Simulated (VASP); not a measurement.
# SnO (Pmn2_1) in VASP: single point with PBE

Aim: the single point of SnO with PBE.

All numbers are computed with VASP 6.6.1; they aren't measurements. Logs are shortened: lines on timing, memory, paths and dates and some standing lists are left out, and cuts for length are marked.

**1. The cell of the first run**

Symmetry: Pmn2_1, No. 31, orthorhombic system. Conventional cell: a = 3.355 Å, b = 5.674 Å, c = 4.222 Å, α = 90.00°, β = 90.00°, γ = 90.00°. Within 2.8 Å of Sn (site symmetry m) lie 3 O at 2.15 to 2.16 Å. Within 2.8 Å of O (site symmetry m) lie 3 Sn at 2.15 to 2.16 Å.

**2. Single point, PBE**

File INCAR:

```
SYSTEM = SnO
PREC = Accurate ; ENCUT = 520
EDIFF = 1E-6 ; ISMEAR = 0
SIGMA = 0.05 ; LREAL = Auto
LASPH = .True. ; NELM = 80
ALGO = Normal ; ISIF = 2
LWAVE = .False. ; LCHARG = .True.
GGA = PE ; LELF = .True.
LVHAR = .True. ; NBANDS = 358
LUSENCCL = .False.
```

File KPOINTS:

```
regular mesh
0
Gamma
  1 1 1
  0 0 0
```

File POSCAR:

```
SnO
1.0
   -6.7100100000      0.0000000000     -8.4439400000
   -6.7100100000      0.0000000000      8.4439400000
    6.7100100000     11.3482080000      0.0000000000
Sn O
32 32
Direct
    0.9296910000      0.1862630000      0.1159540000
    0.9296910000      0.6862630000      0.6159540000
    0.4296910000      0.1862630000      0.1159540000
    0.9296910000      0.1862630000      0.6159540000
    0.6796910000      0.4362630000      0.6159540000
    0.4296910000      0.6862630000      0.6159540000
    0.9296910000      0.6862630000      0.1159540000
    0.6796910000      0.9362630000      0.1159540000
    0.4296910000      0.1862630000      0.6159540000
    0.1796910000      0.4362630000      0.6159540000
    0.6796910000      0.4362630000      0.1159540000
    0.4296910000      0.6862630000      0.1159540000
    0.1796910000      0.9362630000      0.1159540000
    0.6796910000      0.9362630000      0.6159540000
    0.1796910000      0.4362630000      0.1159540000
    0.1796910000      0.9362630000      0.6159540000
    0.0637370000      0.0703090000      0.3840460000
    0.0637370000      0.5703090000      0.8840460000
    0.5637370000      0.0703090000      0.3840460000
    0.0637370000      0.0703090000      0.8840460000
    0.8137370000      0.3203090000      0.8840460000
    0.5637370000      0.5703090000      0.8840460000
    0.0637370000      0.5703090000      0.3840460000
    0.8137370000      0.8203090000      0.3840460000
    0.5637370000      0.0703090000      0.8840460000
    0.3137370000      0.3203090000      0.8840460000
    0.8137370000      0.3203090000      0.3840460000
    0.5637370000      0.5703090000      0.3840460000
    0.3137370000      0.8203090000      0.3840460000
    0.8137370000      0.8203090000      0.8840460000
    0.3137370000      0.3203090000      0.3840460000
    0.3137370000      0.8203090000      0.8840460000
    0.0385980000      0.4070270000      0.4456250000
    0.0385980000      0.9070270000      0.9456250000
    0.5385980000      0.4070270000      0.4456250000
    0.0385980000      0.4070270000      0.9456250000
    0.7885980000      0.6570270000      0.9456250000
    0.5385980000      0.9070270000      0.9456250000
    0.0385980000      0.9070270000      0.4456250000
    0.7885980000      0.1570270000      0.4456250000
    0.5385980000      0.4070270000      0.9456250000
    0.2885980000      0.6570270000      0.9456250000
    0.7885980000      0.6570270000      0.4456250000
    0.5385980000      0.9070270000      0.4456250000
    0.2885980000      0.1570270000      0.4456250000
    0.7885980000      0.1570270000      0.9456250000
    0.2885980000      0.6570270000      0.4456250000
    0.2885980000      0.1570270000      0.9456250000
    0.8429730000      0.9614020000      0.0543750000
    0.8429730000      0.4614020000      0.5543750000
    0.3429730000      0.9614020000      0.0543750000
    0.8429730000      0.9614020000      0.5543750000
    0.5929730000      0.2114020000      0.5543750000
    0.3429730000      0.4614020000      0.5543750000
    0.8429730000      0.4614020000      0.0543750000
    0.5929730000      0.7114020000      0.0543750000
    0.3429730000      0.9614020000      0.5543750000
    0.0929730000      0.2114020000      0.5543750000
    0.5929730000      0.2114020000      0.0543750000
    0.3429730000      0.4614020000      0.0543750000
    0.0929730000      0.7114020000      0.0543750000
    0.5929730000      0.7114020000      0.5543750000
    0.0929730000      0.2114020000      0.0543750000
    0.0929730000      0.7114020000      0.5543750000
```

Potentials or basis: VASP PAW PBE potentials, release 64 (Sn_d, O).

Started as:

```bash
$ cat potpaw_PBE.64/Sn_d/POTCAR potpaw_PBE.64/O/POTCAR > POTCAR
$ mpirun -np 1 vasp_gam > vasp.out
```

OUTCAR:

```text
SYSTEM = SnO
   PREC = Accurate
   ENCUT = 520
   EDIFF = 1E-6
   ISMEAR = 0
   LREAL = Auto
   LASPH = .True.
   NELM = 80
   ISIF = 2
   GGA = PE

 ion  position               nearest neighbor table
   1  0.930  0.186  0.116-  46 2.15  49 2.16  63 2.16  15 3.36   8 3.36
   2  0.930  0.686  0.616-  43 2.15  50 2.16  64 2.16  16 3.36   5 3.36
   3  0.430  0.186  0.116-  48 2.15  51 2.16  59 2.16  13 3.36  11 3.36
   4  0.930  0.186  0.616-  40 2.15  52 2.16  58 2.16  14 3.36  10 3.36
   5  0.680  0.436  0.616-  35 2.15  53 2.16  50 2.16   9 3.36   2 3.36
   6  0.430  0.686  0.616-  47 2.15  54 2.16  62 2.16  14 3.36  10 3.36
[... 24 lines left out ...]
  31  0.314  0.320  0.384-  54 2.15  35 2.16  45 2.16  28 3.36  17 3.36
  32  0.314  0.820  0.884-  51 2.15  38 2.16  42 2.16  25 3.36  18 3.36
  33  0.039  0.407  0.446-  10 2.15  27 2.16  23 2.16
  34  0.039  0.907  0.946-  13 2.15  30 2.16  20 2.16
  35  0.539  0.407  0.446-   5 2.15  31 2.16  28 2.16
  36  0.039  0.407  0.946-  15 2.15  21 2.16  18 2.16
  37  0.789  0.657  0.946-   7 2.15  22 2.16  30 2.16
  38  0.539  0.907  0.946-   8 2.15  32 2.16  25 2.16
[... 24 lines left out ...]
  63  0.093  0.211  0.054-  20 2.15  15 2.16   1 2.16
  64  0.093  0.711  0.554-  23 2.15  16 2.16   2 2.16

  LATTYP: Found a face centered orthorhombic cell.
 ALAT       =    13.4200200000
 B/A-ratio  =     1.2584094510
 C/A-ratio  =     1.6912356315

  Lattice vectors:

 A1 = (   0.0000000000,  11.3482080000,   8.4439400000)
 A2 = (  -6.7100100000,  11.3482080000,   0.0000000000)
 A3 = (  -6.7100100000,   0.0000000000,   8.4439400000)

Analysis of symmetry for initial positions (statically):
=====================================================================
 Subroutine PRICEL returns following result:

  LATTYP: Found a simple orthorhombic cell.
 ALAT       =     3.3550050000
 B/A-ratio  =     1.2584094510
 C/A-ratio  =     1.6912356315

  Lattice vectors:

 A1 = (  -3.3550050000,   0.0000000000,   0.0000000000)
 A2 = (   0.0000000000,   0.0000000000,   4.2219700000)
 A3 = (   0.0000000000,   5.6741040000,   0.0000000000)

  16 primitive cells build up your supercell.

 Routine SETGRP: Setting up the symmetry group for a
 face centered orthorhombic supercell.

 Subroutine GETGRP returns: Found  4 space group operations
 (whereof  2 operations were pure point group operations)
 out of a pool of  8 trial point group operations.

The static configuration has the point symmetry C_1h.
 The point group associated with its full space group is C_2v.

Analysis of symmetry for dynamics (positions and initial velocities):
=====================================================================
 Subroutine PRICEL returns following result:

  LATTYP: Found a simple orthorhombic cell.
 ALAT       =     3.3550050000
 B/A-ratio  =     1.2584094510
 C/A-ratio  =     1.6912356315

  Lattice vectors:

 A1 = (  -3.3550050000,   0.0000000000,   0.0000000000)
 A2 = (   0.0000000000,   0.0000000000,   4.2219700000)
 A3 = (   0.0000000000,   5.6741040000,   0.0000000000)

  16 primitive cells build up your supercell.

 Routine SETGRP: Setting up the symmetry group for a
 face centered orthorhombic supercell.

 Subroutine GETGRP returns: Found  4 space group operations
 (whereof  2 operations were pure point group operations)
 out of a pool of  8 trial point group operations.

The dynamic configuration has the point symmetry C_1h.
 The point group associated with its full space group is C_2v.

 Subroutine INISYM returns: Found  4 space group operations
 (whereof  2 operations are pure point group operations),
 and found    16 'primitive' translations

----------------------------------------------------------------------------------------

                                     Primitive cell

  volume of cell :      80.3722

  direct lattice vectors                    reciprocal lattice vectors
    -3.355005000  0.000000000  0.000000000    -0.298062149  0.000000000  0.000000000
     0.000000000  0.000000000  4.221970000     0.000000000 -0.000000000  0.236856254
     0.000000000  5.674104000  0.000000000     0.000000000  0.176239279 -0.000000000

  length of vectors
     3.355005000  4.221970000  5.674104000     0.298062149  0.236856254  0.176239279

  position of ions in fractional coordinates (direct lattice)
     1.000000000  0.513144000  0.231908000
     0.500000000  0.013144000  0.768092000
     0.000000000  0.736858000  0.891250000
     0.500000000  0.236858000  0.108750000

  ion indices of the primitive-cell ions
   primitive index   ion index
                 1           1
                 2          20
                 3          46
                 4          63

----------------------------------------------------------------------------------------

 KPOINTS: regular mesh

Automatic generation of k-mesh.
 Grid dimensions read from file:
 generate k-points for:    1    1    1

 Generating k-lattice:

  Cartesian coordinates                     Fractional coordinates (reciprocal lattice)
    -0.074515537  0.044059820 -0.059214064     1.000000000  0.000000000 -0.000000000
    -0.074515537  0.044059820  0.059214064     0.000000000  1.000000000 -0.000000000
     0.000000000  0.088119640  0.000000000     0.000000000  0.000000000  1.000000000

  Length of vectors
     0.104881544  0.104881544  0.088119640

  Shift w.r.t. Gamma in fractional coordinates (k-lattice)
     0.000000000  0.000000000  0.000000000

 Subroutine IBZKPT returns following result:
 ===========================================

 Found      1 irreducible k-points:

 Following reciprocal coordinates:
            Coordinates               Weight
  0.000000  0.000000  0.000000      1.000000
   k-points           NKPTS =      1   k-points in BZ     NKDIM =      1   number of bands    NBANDS=    358
   number of dos      NEDOS =    301   number of ions     NIONS =     64
   total plane-waves  NPLWV = 627200
   dimension x,y,z NGX =    80 NGY =   80 NGZ =   98
   dimension x,y,z NGXF=   160 NGYF=  160 NGZF=  196
   ions per type =              32  32
   NGX,Y,Z   is equivalent  to a cutoff of  12.33, 12.33, 12.36 a.u.
   NGXF,Y,Z  is equivalent  to a cutoff of  24.66, 24.66, 24.72 a.u.
 SYSTEM =  SnO
   PREC   = accura    normal or accurate (medium, high low for compatibility)
   ISTART =      0    job   : 0-new  1-cont  2-samecut
   ICHARG =      2    charge: 1-file 2-atom 10-const
   ISPIN  =      1    spin polarized calculation?
   LNONCOLLINEAR =      F non collinear calculations
   LSORBIT =      F    spin-orbit coupling
   LASPH  =      T    aspherical Exc in radial PAW
   ENCUT  =  520.0 eV  38.22 Ry    6.18 a.u.  20.05 20.05 24.51*2*pi/ulx,y,z
   NELM   =     80;   NELMIN=  2; NELMDL= -5     # of ELM steps
   EDIFF  = 0.1E-05   stopping-criterion for ELM
   LREAL  =      T    real-space projection
   EDIFFG = 0.1E-04   stopping-criterion for IOM
   NSW    =      0    number of steps for IOM
   IBRION =     -1    ionic relax: 0-MD 1-quasi-New 2-CG
   NFREE  =      0    steps in history (QN), initial steepest desc. (CG)
   ISIF   =      2    stress and relaxation
   ISYM   =      2    0-nonsym 1-usesym 2-fastsym
   POTIM  = 0.5000    time-step for ionic-motion
   TEBEG  =    0.0;   TEEND  =   0.0 temperature during run
   PSTRESS=    0.0 pullay stress
   NELECT =     640.0000    total number of electrons
   NUPDOWN=      -1.0000    fix difference up-down
   EMIN   =  10.00;   EMAX   =-10.00  energy-range for DOS
   EFERMI =   0.00;   METHOD = LEGACY
   ISMEAR =     0;   SIGMA  =   0.05  broadening in eV -4-tet -1-fermi 0-gaus
   EFERMI_NEDOS =   21; number of points for ismear=-14 and -15
   IALGO  =     38    algorithm
   IMIX   =      4    mixing-type and parameters
     AMIX     =   0.40;   BMIX     =  1.00
     AMIX_MAG =   1.60;   BMIX_MAG =  1.00
  volume/ion in A,a.u.               =      20.09       135.59
  Fermi-wavevector in a.u.,A,eV,Ry     =   1.297357  2.451650 22.900458  1.683136
  Thomas-Fermi vector in A             =   2.428755
   LORBIT       =      0    0 simple, 1 ext, 2 COOP (PROOUT), +10 PAW based schemes
   GGA     = PE    functional components
   LHFCALC =     F    Hartree Fock is set to
   AEXX    =    0.0000 exact exchange contribution
   IVDW    =     0    specifies the selected vdW correction
   LEPSILON=     F    determine dielectric tensor
   LRPA    =     F    only Hartree local field effects (RPA)
 non-spin polarized calculation
 Gauss-broadening in eV      SIGMA  =   0.05
  energy-cutoff  :      520.00
  volume of cell :     1285.95
 maximum number of plane-waves:     17315
   NGX = 41   NGY = 41   NGZ = 49

 number of electron     640.0000066 magnetization

 Free energy of the ion-electron system (eV)
  ---------------------------------------------------
  ext. energy  EPLUGINS =         0.00000000
  ---------------------------------------------------
  free energy    TOTEN  =      -359.41163886 eV

  energy without entropy =     -359.41163886  energy(sigma->0) =     -359.41163886

 E-fermi :   5.1587     XC(G=0):  -9.5372

 val. band max:        4.8495173917   @ k =   0.0000   0.0000   0.0000
 cond. band min:       6.7372906534   @ k =   0.0000   0.0000   0.0000
 fundamental gap:      1.8877732616
 Fermi energy:         5.1586842781

 k-point     1 :       0.0000    0.0000    0.0000
  band No.  band energies     occupation
      1     -16.3651      2.00000
      2     -16.3572      2.00000
      3     -16.3478      2.00000
      4     -16.3478      2.00000
      5     -16.3393      2.00000
      6     -16.3393      2.00000
[... 324 lines left out ...]
    331       7.5324      0.00000
    332       7.5393      0.00000
 [bands above 332 left out]

------------------------ aborting loop because EDIFF is reached ----------------------------------------

  FORCE on cell =-STRESS in cart. coord.  units (eV):
  Direction    XX          YY          ZZ          XY          YZ          ZX
  --------------------------------------------------------------------------------------
  -------------------------------------------------------------------------------------
  Total        2.9936082      5.2942565      2.8167738      0.0000000      0.0000000      0.0000000
  in kB        3.7297520      6.5961416      3.5094330      0.0000000      0.0000000      0.0000000
  external PRESSURE =       4.6117755 kB  Pullay stress =       0.0000000 kB

 VOLUME and BASIS-vectors are now :
 -----------------------------------------------------------------------------
  energy-cutoff  :      520.00
  volume of cell :     1285.95
      direct lattice vectors                 reciprocal lattice vectors
    -6.710010000  0.000000000 -8.443940000    -0.074515537  0.044059820 -0.059214064
    -6.710010000  0.000000000  8.443940000    -0.074515537  0.044059820  0.059214064
     6.710010000 11.348208000  0.000000000     0.000000000  0.088119640  0.000000000

 POSITION                                       TOTAL-FORCE (eV/Angst)
 -----------------------------------------------------------------------------------
     -6.71001      1.31587     -6.27746        -0.000000     -0.045781      0.063813
     -6.71001      6.98997     -2.05549        -0.000000     -0.045781      0.063813
     -3.35500      1.31587     -2.05549        -0.000000     -0.045781      0.063813
     -3.35500      6.98997     -6.27746        -0.000000     -0.045781      0.063813
     -3.35500      6.98997     -2.05549        -0.000000     -0.045781      0.063813
     -3.35500      6.98997      2.16648        -0.000000     -0.045781      0.063813
[... 56 lines left out ...]
     -1.67750      0.61706      1.00001        -0.000000     -0.075600     -0.063813
     -1.67750      6.29116      5.22198        -0.000000     -0.075600     -0.063813
 -----------------------------------------------------------------------------------
    total drift:                                0.000000     -0.000000     -0.121534

  FREE ENERGIE OF THE ION-ELECTRON SYSTEM (eV)
  ---------------------------------------------------
  free  energy   TOTEN  =      -359.4116388611 eV

  energy  without entropy=     -359.4116388611  energy(sigma->0) =     -359.41163886
```

Wall time 2.5 min (1 × NVIDIA H100 80GB with 1 thread of AMD EPYC 7R13 (Zen 3), shared host); peak memory 1.9 GiB.

Results:

| Property | Result |
| --- | --- |
| Free energy | -359.4116 eV |
| Pressure | 0.5 GPa |
| Largest force | 0.099 eV/Å |
| Band gap on the k mesh | 1.89 eV |

Forces on the atoms (eV/Å):
```
Sn   0.000 -0.046  0.064
Sn   0.000 -0.046  0.064
Sn   0.000 -0.046  0.064
Sn   0.000 -0.046  0.064
Sn   0.000 -0.046  0.064
Sn   0.000 -0.046  0.064
Sn   0.000 -0.046  0.064
Sn   0.000 -0.046  0.064
Sn   0.000 -0.046  0.064
Sn   0.000 -0.046  0.064
Sn   0.000 -0.046  0.064
Sn   0.000 -0.046  0.064
Sn   0.000 -0.046  0.064
Sn   0.000 -0.046  0.064
Sn   0.000 -0.046  0.064
Sn   0.000 -0.046  0.064
Sn   0.000  0.046  0.064
Sn   0.000  0.046  0.064
Sn   0.000  0.046  0.064
Sn   0.000  0.046  0.064
Sn   0.000  0.046  0.064
Sn   0.000  0.046  0.064
Sn   0.000  0.046  0.064
Sn   0.000  0.046  0.064
Sn   0.000  0.046  0.064
Sn   0.000  0.046  0.064
Sn   0.000  0.046  0.064
Sn   0.000  0.046  0.064
Sn   0.000  0.046  0.064
Sn   0.000  0.046  0.064
Sn   0.000  0.046  0.064
Sn   0.000  0.046  0.064
O    0.000  0.076 -0.064
O    0.000  0.076 -0.064
O    0.000  0.076 -0.064
O    0.000  0.076 -0.064
O    0.000  0.076 -0.064
O    0.000  0.076 -0.064
O    0.000  0.076 -0.064
O    0.000  0.076 -0.064
O    0.000  0.076 -0.064
O    0.000  0.076 -0.064
O    0.000  0.076 -0.064
O    0.000  0.076 -0.064
O    0.000  0.076 -0.064
O    0.000  0.076 -0.064
O    0.000  0.076 -0.064
O    0.000  0.076 -0.064
O    0.000 -0.076 -0.064
O    0.000 -0.076 -0.064
O    0.000 -0.076 -0.064
O    0.000 -0.076 -0.064
O    0.000 -0.076 -0.064
O    0.000 -0.076 -0.064
O    0.000 -0.076 -0.064
O    0.000 -0.076 -0.064
O    0.000 -0.076 -0.064
O    0.000 -0.076 -0.064
O    0.000 -0.076 -0.064
O    0.000 -0.076 -0.064
O    0.000 -0.076 -0.064
O    0.000 -0.076 -0.064
O    0.000 -0.076 -0.064
O    0.000 -0.076 -0.064
```

Stress tensor (GPa, compression positive):
```
0.37 0.00 0.00
0.00 0.66 0.00
0.00 0.00 0.35
```

Levels at points of the mesh, in eV from the valence-band top:
```
           k point  band 318  band 319  band 320  band 321  band 322  band 323
(0.00, 0.00, 0.00)     -0.43     -0.43      0.00      1.89      1.89      1.93
```

Caveat: the k points lie up to 0.66 Å⁻¹ apart; spin-orbit coupling is left out, which moves the levels of the heavy elements.
